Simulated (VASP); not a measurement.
# KBr (F-43m) in VASP: notebook

The runs below take KBr through single point, with PBE, HSE06.

Everything below comes from runs of VASP 6.6.1. Logs are shortened: lines on timing, memory, paths and dates and some standing lists are left out, and cuts for length are marked.

## 1. The cell of the first run

The structure is cubic, space group F-43m (No. 216). The conventional cell has a = 7.229 Å, b = 7.229 Å, c = 7.229 Å, α = 90.00°, β = 90.00°, γ = 90.00°. Within 4.1 Å of K (site symmetry -43m) lie 4 Br at 3.13 Å. Within 4.1 Å of Br (site symmetry -43m) lie 4 K at 3.13 Å.

## 2. Single point, PBE (strain -2.0%)

Contents of INCAR:

```
SYSTEM = KBr
PREC = Accurate ; ENCUT = 520
EDIFF = 1E-6 ; ISMEAR = 0
SIGMA = 0.01 ; LREAL = .False.
LASPH = .True. ; NELM = 100
ALGO = Normal ; ISIF = 2
LWAVE = .False. ; LCHARG = .True.
GGA = PE ; LELF = .True.
LVHAR = .True. ; NBANDS = 15
```

Contents of KPOINTS:

```
regular mesh
0
Gamma
  4 4 4
  0 0 0
```

Contents of POSCAR:

```
KBr
1.0
    0.0000000000      3.6145333083      3.6145333083
    3.6145333083      0.0000000000      3.6145333083
    3.6145333083      3.6145333083      0.0000000000
K Br
1 1
Direct
    0.0000000000      0.0000000000      0.0000000000
    0.2500000000      0.2500000000      0.2500000000
```

Potentials or basis: VASP PAW PBE potentials, release 64 (K_sv, Br).

Command:

```console
$ cat potpaw_PBE.64/K_sv/POTCAR potpaw_PBE.64/Br/POTCAR > POTCAR
$ mpirun -np 1 vasp_std > vasp.out
```

OUTCAR:

```text
SYSTEM = KBr
   PREC = Accurate
   ENCUT = 520
   EDIFF = 1E-6
   ISMEAR = 0
   LREAL = .False.
   LASPH = .True.
   NELM = 100
   ISIF = 2
   GGA = PE

 ion  position               nearest neighbor table
   1  0.000  0.000  0.000-   2 3.13   2 3.13   2 3.13   2 3.13
   2  0.250  0.250  0.250-   1 3.13   1 3.13   1 3.13   1 3.13

  LATTYP: Found a face centered cubic cell.
 ALAT       =     7.2290666166

  Lattice vectors:

 A1 = (   0.0000000000,   3.6145333083,   3.6145333083)
 A2 = (   3.6145333083,   0.0000000000,   3.6145333083)
 A3 = (   3.6145333083,   3.6145333083,   0.0000000000)

Analysis of symmetry for initial positions (statically):
=====================================================================
 Subroutine PRICEL returns:
 Original cell was already a primitive cell.

 Routine SETGRP: Setting up the symmetry group for a
 face centered cubic supercell.

 Subroutine GETGRP returns: Found 24 space group operations
 (whereof 24 operations were pure point group operations)
 out of a pool of 48 trial point group operations.

The static configuration has the point symmetry T_d .

Analysis of symmetry for dynamics (positions and initial velocities):
=====================================================================
 Subroutine PRICEL returns:
 Original cell was already a primitive cell.

 Routine SETGRP: Setting up the symmetry group for a
 face centered cubic supercell.

 Subroutine GETGRP returns: Found 24 space group operations
 (whereof 24 operations were pure point group operations)
 out of a pool of 48 trial point group operations.

The dynamic configuration has the point symmetry T_d .

 Subroutine INISYM returns: Found 24 space group operations
 (whereof 24 operations are pure point group operations),
 and found     1 'primitive' translations

----------------------------------------------------------------------------------------

                                     Primitive cell

  volume of cell :      94.4467

  direct lattice vectors                    reciprocal lattice vectors
     0.000000000  3.614533308  3.614533308    -0.138330445  0.138330445  0.138330445
     3.614533308  0.000000000  3.614533308     0.138330445 -0.138330445  0.138330445
     3.614533308  3.614533308  0.000000000     0.138330445  0.138330445 -0.138330445

  length of vectors
     5.111722026  5.111722026  5.111722026     0.239595358  0.239595358  0.239595358

  position of ions in fractional coordinates (direct lattice)
[... 71 lines left out ...]
   TEBEG  =    0.0;   TEEND  =   0.0 temperature during run
   PSTRESS=    0.0 pullay stress
   NELECT =      16.0000    total number of electrons
   NUPDOWN=      -1.0000    fix difference up-down
   EMIN   =  10.00;   EMAX   =-10.00  energy-range for DOS
   EFERMI =   0.00;   METHOD = LEGACY
   ISMEAR =     0;   SIGMA  =   0.01  broadening in eV -4-tet -1-fermi 0-gaus
   EFERMI_NEDOS =   21; number of points for ismear=-14 and -15
   IALGO  =     38    algorithm
   IMIX   =      4    mixing-type and parameters
     AMIX     =   0.40;   BMIX     =  1.00
     AMIX_MAG =   1.60;   BMIX_MAG =  1.00
  volume/ion in A,a.u.               =      47.22       318.68
  Fermi-wavevector in a.u.,A,eV,Ry     =   0.905842  1.711794 11.164264  0.820550
  Thomas-Fermi vector in A             =   2.029459
   LORBIT       =      0    0 simple, 1 ext, 2 COOP (PROOUT), +10 PAW based schemes
   GGA     = PE    functional components
   LHFCALC =     F    Hartree Fock is set to
   AEXX    =    0.0000 exact exchange contribution
   IVDW    =     0    specifies the selected vdW correction
   LEPSILON=     F    determine dielectric tensor
   LRPA    =     F    only Hartree local field effects (RPA)
 non-spin polarized calculation
 Gauss-broadening in eV      SIGMA  =   0.01
  energy-cutoff  :      520.00
  volume of cell :       94.45
 maximum number of plane-waves:      2637
 NGX is ok and might be reduce to    40
   NGX = 19   NGY = 19   NGZ = 19

 number of electron      16.0000001 magnetization

 Free energy of the ion-electron system (eV)
  ---------------------------------------------------
  ext. energy  EPLUGINS =         0.00000000
  ---------------------------------------------------
  free energy    TOTEN  =        -6.01137094 eV

  energy without entropy =       -6.01137094  energy(sigma->0) =       -6.01137094

 E-fermi :  -2.8983     XC(G=0):  -6.1445

 val. band max:       -2.9900544219   @ k =  -0.2500   0.2500   0.0000
 cond. band min:       1.3977142522   @ k =   0.0000   0.0000   0.0000
 fundamental gap:      4.3877686741
 Fermi energy:        -2.8983094837

 k-point     1 :       0.0000    0.0000    0.0000
  band No.  band energies     occupation
      1     -30.6151      2.00000
      2     -14.8898      2.00000
      3     -14.1224      2.00000
      4     -14.1224      2.00000
      5     -14.1224      2.00000
      6      -3.0146      2.00000
      7      -3.0146      2.00000
      8      -3.0146      2.00000
      9       1.3977      0.00000
     10       5.7288      0.00000
     11       5.7288      0.00000
     12       6.8019      0.00000
     13       6.8019      0.00000
     14       6.8019      0.00000
[... 113 lines left out ...]
      2     -15.1434      2.00000
      3     -14.1510      2.00000
      4     -14.1431      2.00000
      5     -13.8033      2.00000
      6      -3.2761      2.00000
      7      -3.2118      2.00000
      8      -3.0090      2.00000
      9       3.3926      0.00000
     10       4.2949      0.00000
     11       6.0373      0.00000
     12       6.1731      0.00000
     13       6.5127      0.00000
     14       6.9057      0.00000
     15       7.5509      0.00000

------------------------ aborting loop because EDIFF is reached ----------------------------------------

  FORCE on cell =-STRESS in cart. coord.  units (eV):
  Direction    XX          YY          ZZ          XY          YZ          ZX
  --------------------------------------------------------------------------------------
  -------------------------------------------------------------------------------------
  Total        0.5901592      0.5901592      0.5901592      0.0000000      0.0000000      0.0000000
  in kB       10.0113607     10.0113607     10.0113607      0.0000000      0.0000000      0.0000000
  external PRESSURE =      10.0113607 kB  Pullay stress =       0.0000000 kB

 VOLUME and BASIS-vectors are now :
 -----------------------------------------------------------------------------
  energy-cutoff  :      520.00
  volume of cell :       94.45
      direct lattice vectors                 reciprocal lattice vectors
     0.000000000  3.614533308  3.614533308    -0.138330445  0.138330445  0.138330445
     3.614533308  0.000000000  3.614533308     0.138330445 -0.138330445  0.138330445
     3.614533308  3.614533308  0.000000000     0.138330445  0.138330445 -0.138330445

 POSITION                                       TOTAL-FORCE (eV/Angst)
 -----------------------------------------------------------------------------------
      0.00000      0.00000      0.00000        -0.000000     -0.000000     -0.000000
      1.80727      1.80727      1.80727         0.000000      0.000000      0.000000
 -----------------------------------------------------------------------------------
    total drift:                               -0.000000     -0.000000     -0.000000

  FREE ENERGIE OF THE ION-ELECTRON SYSTEM (eV)
  ---------------------------------------------------
  free  energy   TOTEN  =        -6.0113709437 eV

  energy  without entropy=       -6.0113709437  energy(sigma->0) =       -6.01137094
```

OSZICAR:

```text
N       E                     dE             d eps       ncg     rms          rms(c)
DAV:   1     0.905734633396E+02    0.90573E+02   -0.63504E+03   240   0.885E+02
DAV:   2     0.547279619082E+00   -0.90026E+02   -0.82696E+02   318   0.203E+02
DAV:   3    -0.607249342939E+01   -0.66198E+01   -0.65982E+01   354   0.488E+01
DAV:   4    -0.631468631289E+01   -0.24219E+00   -0.24216E+00   353   0.830E+00
DAV:   5    -0.631685294421E+01   -0.21666E-02   -0.21666E-02   339   0.869E-01    0.349E+00
DAV:   6    -0.601922534048E+01    0.29763E+00   -0.38931E-01   324   0.269E+00    0.246E+00
DAV:   7    -0.598762545957E+01    0.31600E-01   -0.20267E-01   331   0.214E+00    0.116E+00
DAV:   8    -0.600753532595E+01   -0.19910E-01   -0.23588E-02   317   0.103E+00    0.204E-01
DAV:   9    -0.600924122324E+01   -0.17059E-02   -0.97929E-04   289   0.182E-01    0.132E-01
DAV:  10    -0.601132439530E+01   -0.20832E-02   -0.18183E-03   240   0.226E-01    0.367E-02
DAV:  11    -0.601135794017E+01   -0.33545E-04   -0.10571E-04   310   0.696E-02    0.116E-02
DAV:  12    -0.601137013129E+01   -0.12191E-04   -0.15880E-05   247   0.293E-02    0.575E-03
DAV:  13    -0.601137094373E+01   -0.81244E-06   -0.22857E-06   303   0.891E-03
   1 F= -.60113709E+01 E0= -.60113709E+01  d E =-.297926E-39
```

Run time: 16 s. Hardware: 1 thread of Intel Xeon Platinum 8375C at 2.90GHz (Ice Lake), shared host; peak memory 0.23 GiB.

What came out:

| Quantity | Value |
| --- | --- |
| Free energy | -6.0114 eV |
| Pressure | 1.0 GPa |
| Band gap on the k mesh | 4.39 eV (least direct gap 4.41 eV) |

Levels at points of the mesh, in eV from the valence-band top:
| k point | band 6 | band 7 | band 8 | band 9 | band 10 | band 11 |
| --- | --- | --- | --- | --- | --- | --- |
| (0.00, 0.00, 0.00) | -0.02 | -0.02 | -0.02 | 4.39 | 8.72 | 8.72 |
| (0.50, 0.00, 0.00) | -0.43 | 0.00 | 0.00 | 6.70 | 7.16 | 8.32 |
| (0.50, 0.50, 0.00) | -0.48 | -0.01 | -0.01 | 6.12 | 7.26 | 9.34 |

Caveat: the cell differs from its parent crystal (strain -2.0%).

## 3. Single point, PBE

This run uses another cell than the first one, of 50.17 Å³/atom.

Contents of INCAR:

```
SYSTEM = KBr
ALGO = Normal
EDIFF = 1E-6
ENCUT = 520
GGA = PE
ISIF = 2
ISMEAR = 0
LASPH = .True.
LCHARG = .False.
LREAL = .False.
LWAVE = .False.
NBANDS = 15
NELM = 60
PREC = Accurate
SIGMA = 0.01
```

Contents of KPOINTS:

```
k-points
0
Gamma
  4 4 4
  0 0 0
```

Contents of POSCAR:

```
KBr
1.0
    0.0000000000      3.6882992942      3.6882992942
    3.6882992942      0.0000000000      3.6882992942
    3.6882992942      3.6882992942      0.0000000000
K Br
1 1
Direct
    0.0000000000      0.0000000000      0.0000000000
    0.2500000000      0.2500000000      0.2500000000
```

Potentials or basis: VASP PAW PBE potentials, release 64 (K_sv, Br).

Command:

```console
$ cat potpaw_PBE.64/K_sv/POTCAR potpaw_PBE.64/Br/POTCAR > POTCAR
$ mpirun -np 1 vasp_std > vasp.out
```

Run time: 15 s. Hardware: 1 thread of Intel Xeon Platinum 8375C at 2.90GHz (Ice Lake), shared host; peak memory 0.23 GiB.

It converged, with:

| Item | Value |
| --- | --- |
| Free energy | -6.0348 eV |
| Pressure | 0.3 GPa |
| Band gap on the k mesh | 4.28 eV (least direct gap 4.30 eV) |

Levels at points of the mesh, in eV from the valence-band top:
```tsv
k point	band 5	band 6	band 7	band 8	band 9	band 10	band 11	band 12
(0.00, 0.00, 0.00)	-11.28	-0.02	-0.02	-0.02	4.28	8.62	8.62	9.61
(0.50, 0.00, 0.00)	-11.06	-0.39	0.00	0.00	6.53	6.98	8.21	8.21
(0.50, 0.50, 0.00)	-11.00	-0.44	-0.02	-0.02	6.07	7.18	8.93	9.46
```

A k mesh can miss the band edges.

## 4. Single point, HSE06 (strain -2.0%)

Contents of POSCAR:

```
KBr
1.0
    0.0000000000      3.6145333083      3.6145333083
    3.6145333083      0.0000000000      3.6145333083
    3.6145333083      3.6145333083      0.0000000000
K Br
1 1
Direct
    0.0000000000      0.0000000000      0.0000000000
    0.2500000000      0.2500000000      0.2500000000
```

Contents of INCAR.step1:

```
SYSTEM = KBr
ALGO = Normal
EDIFF = 1E-5
ENCUT = 520
GGA = PE
ISIF = 2
ISMEAR = 0
LASPH = .True.
LCHARG = .False.
LREAL = .False.
LWAVE = .True.
NBANDS = 15
NELM = 80
PREC = Accurate
SIGMA = 0.01
```

Contents of INCAR.step2:

```
SYSTEM = KBr
ALGO = Normal
EDIFF = 1E-6
ENCUT = 520
GGA = PE
HFSCREEN = 0.2079
ISIF = 2
ISMEAR = 0
ISTART = 1
LASPH = .True.
LCHARG = .False.
LHFCALC = .True.
LREAL = .False.
LWAVE = .False.
NBANDS = 15
NELM = 80
PREC = Accurate
PRECFOCK = Normal
SIGMA = 0.01
```

KPOINTS is that of step 3.

Command:

```console
$ cat potpaw_PBE.64/K_sv/POTCAR potpaw_PBE.64/Br/POTCAR > POTCAR
$ cp INCAR.step1 INCAR
$ mpirun -np 1 vasp_std > vasp.out
$ cp INCAR.step2 INCAR
$ mpirun -np 1 vasp_std > vasp.out
```

It took 9.6 min on 1 thread of Intel Xeon Platinum 8375C at 2.90GHz (Ice Lake), shared host; peak memory 0.35 GiB.

The run converged. Its results:

```
Free energy            : -6.9531 eV
Pressure               : 0.9 GPa
Band gap on the k mesh : 5.51 eV (least direct gap 5.53 eV)
```

Levels at points of the mesh, in eV from the valence-band top:
```
           k point  band 4  band 5  band 6  band 7  band 8  band 9  band 10  band 11  band 12  band 13
(0.00, 0.00, 0.00)  -11.95  -11.95   -0.02   -0.02   -0.02    5.51    10.19    10.19    11.16    11.16
(0.50, 0.00, 0.00)  -11.96  -11.71   -0.44    0.00    0.00    7.87     8.34     9.65     9.65    11.34
(0.50, 0.50, 0.00)  -11.97  -11.63   -0.50   -0.02   -0.02    7.25     8.48    10.70    11.14    11.14
```

Caveat: the cell differs from its parent crystal (strain -2.0%); the PAW data sets were made with another functional, which shifts forces and pressure a little. A k mesh can miss the band edges.

## 5. The runs side by side

```tsv
level	cell	grid for exact exchange (PRECFOCK)	share of exact exchange	screening parameter	gap on the mesh (eV)	pressure (GPa)
PBE	a = 5.112 Å, angles 60.0°, 2 atoms	-	-	-	4.39	1.0
PBE	a = 5.216 Å, angles 60.0°, 2 atoms	-	-	-	4.28	0.3
HSE06	a = 5.112 Å, angles 60.0°, 2 atoms	Normal	0.25	0.2079 1/Å	5.51	0.9
```

Alike in all rows: task single point; potentials or basis VASP PAW PBE potentials, release 64 (K_sv, Br); no spin polarisation; k mesh 4 × 4 × 4; cutoff (eV) 520; smearing gaussian 0.01 eV.

Caveats: the PAW data sets were made with another functional, which shifts forces and pressure a little (at least some runs).

Absolute energies hang on the potentials; compare differences alone.
